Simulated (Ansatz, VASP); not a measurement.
# C: VASP beside Ansatz

```
CELL_PARAMETERS angstrom
2.51241 0.00000 0.00000
-1.25620 2.17581 0.00000
0.00000 0.00000 4.24301
ATOMIC_POSITIONS crystal
C 0.33333 0.66667 0.99961
C 0.66667 0.33333 0.49961
C 0.33333 0.66667 0.37439
C 0.66667 0.33333 0.87439
```

Change from the starting cell: strained cell.

Alike in both runs: functional PBE; k mesh 9 × 9 × 6; occupations gaussian, width 0.02 eV; no spin polarisation.

Ansatz relaxed the structure, and its values are those at the end. VASP's run is a single point on that final structure, the one shown.

|  | VASP | Ansatz |
| --- | --- | --- |
| version | VASP 6.6.1 | Ansatz 0.2.0 |
| potentials or method | VASP PAW PBE potentials, release 64 (C), cutoff 520 eV | scalar-relativistic, plane waves, PAW |
| valence electrons in the cell | 16 | 16 |

VASP gave:

| Item | Value |
| --- | --- |
| gap on the k mesh at the Fermi level (eV) | 3.40 |
| least direct gap on the mesh (eV) | 4.89 |
| pressure (GPa) | -5.9 |
| rms of the force components (eV/Å) | 0.005 |

Which values does Ansatz return?

gap on the k mesh at the Fermi level (eV): 3.42; least direct gap on the mesh (eV): 4.90; pressure (GPa): -6.5; rms of the force components (eV/Å): 0.000.

Ansatz's warnings: stress scf threshold loose.
